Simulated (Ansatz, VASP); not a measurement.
# Two plane-wave programs on TaN

```xyz
2
Lattice="2.9380 0.0000 0.0000 -1.4690 2.5444 0.0000 0.0000 0.0000 2.8830" Properties=species:S:1:pos:R:3 pbc="T T T"
Ta    0.0000    1.6963    1.4415
N     0.0000    0.0000    0.0000
```

Alike in both runs: task relaxation of cell and atoms; functional LDA; k mesh 10 × 10 × 9; occupations fermi-dirac, width 0.05 eV; no spin polarisation.

|  | VASP | Ansatz |
| --- | --- | --- |
| version | VASP 6.6.1 | Ansatz 0.2.0 |
| potentials or method | VASP PAW LDA potentials, release 64 (Ta_pv, N) | Ansatz PAW |
| plane-wave cutoff (eV) | 600 | 420 |
| valence electrons in the cell | 16 | 18 |

|  | VASP | Ansatz | Ansatz less VASP |
| --- | --- | --- | --- |
| gap on the k mesh at the Fermi level, each at its own relaxed structure (eV) | none | none | - |
| relaxed volume (Å³/atom) | 10.49 | 10.43 | -0.055 |
| relaxed cell length with the largest relative difference (Å) | 2.912 | 2.907 | -0.0053 |

LDA's correlation is that of Perdew and Zunger in VASP and of Perdew and Wang (1992) in Ansatz. A gap of «none» marks a metal or a gap that the smearing closes. VASP's potentials hold 16 valence electrons a cell and Ansatz's 18, so a difference there can come from the potentials and not from the codes.

Neither program's run includes spin-orbit coupling. Noted on Ansatz's run: the plane-wave basis is chosen anew once the cell has moved, so the energies of steps on either side of that aren't comparable.
